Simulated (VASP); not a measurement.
Set up this calculation in VASP 6.6.1, as the native input.

| Item | Value |
| --- | --- |
| Task | single point |
| Functional | revPBE |
| Dispersion | D4 |
| Potentials or basis | VASP PAW PBE potentials, release 64 (Hf_pv, O) |
| Cutoff | 520 eV |
| k mesh | 9 × 9 × 9 |
| Occupations | fermi-dirac, width 0.05 eV |
| Spin | no spin polarisation |
| Dipole correction | no |
| Further INCAR settings | ALGO = Normal; EDIFF = 1e-07; NBANDS = 18 |

The structure of HfO2 lies in POSCAR:

```
HfO2
1.0
    0.0000000000      2.5375605267      2.5375605267
    2.5375605267      0.0000000000      2.5375605267
    2.5375605267      2.5375605267      0.0000000000
Hf O
1 2
Direct
    0.0000000000      0.0000000000      0.0000000000
    0.7500000000      0.7500000000      0.7500000000
    0.2500000000      0.2500000000      0.2500000000
```

One way to write it, as run:

INCAR

```
SYSTEM = HfO2
PREC     = Accurate       ! precision mode
ENCUT    = 520            ! plane-wave cutoff, eV
EDIFF    = 1E-7           ! SCF threshold, eV
ISMEAR   = -1             ! smearing method
SIGMA    = 0.05           ! smearing width, eV
LREAL    = .FALSE.        ! projectors in reciprocal space
LASPH    = .TRUE.         ! aspherical terms in the spheres
NELM     = 100            ! most SCF steps
ALGO     = Normal         ! electronic algorithm
ISIF     = 2              ! what is computed and relaxed
LWAVE    = .FALSE.        ! write WAVECAR
LCHARG   = .FALSE.        ! write CHGCAR
GGA      = RE             ! functional
IVDW     = 13             ! dispersion correction
NBANDS   = 18             ! bands
```

KPOINTS

```
Automatic mesh
0
G
  9 9 9
  0 0 0
```

Potentials or basis: VASP PAW PBE potentials, release 64 (Hf_pv, O).

The run is started by

```bash
$ cat potpaw_PBE.64/Hf_pv/POTCAR potpaw_PBE.64/O/POTCAR > POTCAR
$ mpirun -np 1 vasp_std > vasp.out
```

Results of the run:

```json
{
 "Pressure": "-3.9 GPa",
 "Band gap on the k mesh": "3.98 eV (least direct gap 4.10 eV)",
 "Dispersion energy per atom": "-0.369 eV"
}
```

Caveat: the cell stands under tension; the PAW data sets were made with another functional, which shifts forces and pressure a little; spin-orbit coupling is left out, which moves the levels of the heavy elements; an odd mesh through Γ misses points on the zone boundary, where band edges can lie.

Wall time 11 s on 1 thread of Intel(R) Xeon(R) 6975P-C (Granite Rapids), with other jobs on the host, peak memory 0.17 GiB.
